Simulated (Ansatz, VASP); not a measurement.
**One calculation of Mg, two programs**

```
CELL_PARAMETERS angstrom
3.19222 0.00000 0.00000
-1.59611 2.76455 0.00000
0.00000 0.00000 5.10651
ATOMIC_POSITIONS crystal
Mg 0.33333 0.66667 0.25000
Mg 0.66667 0.33333 0.75000
```

Alike in both runs: functional r2SCAN; k mesh 15 × 15 × 8; occupations gaussian, width 0.1 eV; no spin polarisation.

Ansatz relaxed the structure, and its values are those at the end. VASP's run is a single point on that final structure, the one shown.

|  | VASP | Ansatz |
| --- | --- | --- |
| version | VASP 6.6.1 | Ansatz 0.2.0 |
| potentials or method | VASP PAW PBE potentials, release 64 (Mg), cutoff 520 eV | scalar-relativistic, plane waves, PAW |
| valence electrons in the cell | 4 | 20 |

Ansatz gave:

| Item | Value |
| --- | --- |
| gap on the k mesh at the Fermi level (eV) | none |
| pressure (GPa) | 0.0 |

Q: Estimate VASP's values.

A: gap on the k mesh at the Fermi level (eV): none; pressure (GPa): -0.2.

VASP's potentials were made for PBE, not for r2SCAN. A gap of «none» marks a metal or a gap that the smearing closes. With one functional, cell and mesh, what is left measures potentials, basis and numerics. VASP's potentials hold 4 valence electrons a cell and Ansatz's 20, so a difference there can come from the potentials and not from the codes.
